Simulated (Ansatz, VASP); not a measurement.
One calculation of Si2W, two programs

```
Si W
1.0
    -0.00001    3.22838   -0.00004
     1.61527    1.61422   -3.93379
    -4.84516    1.61424   -3.93356
Si W
4 2
Direct
  0.33458 0.49810 0.83269
  0.33464 0.99811 0.33268
  0.66542 0.00190 0.66731
  0.66536 0.50189 0.16732
  0.00001 0.00001 0.00000
  0.99998 0.50000 0.50000
```

Change from the starting cell: cell x2, atoms moved at random (sigma 0.05 Å) and cell strained at random (1.5 %), then relaxed without symmetry.

Alike in both runs: functional PBE; k mesh 8 × 8 × 8; occupations gaussian, width 0.2 eV; no spin polarisation.

Ansatz relaxed the structure, and its values are those at the end. VASP's run is a single point on that final structure, the one shown.

```csv
,VASP,Ansatz
version,VASP 6.6.1,Ansatz 0.2.0
potentials or method,"VASP PAW PBE potentials, release 64 (Si, W_sv), cutoff 520 eV","scalar-relativistic, plane waves, PAW"
valence electrons in the cell,44,44
```

```csv
,VASP,Ansatz,Ansatz less VASP
gap on the k mesh at the Fermi level (eV),none,none,-
pressure (GPa),0.0,0.0,-0.05
```

A gap of «none» marks a metal or a gap that the smearing closes. With one functional, cell and mesh, what is left measures potentials, basis and numerics.

Spin-orbit coupling is off throughout.
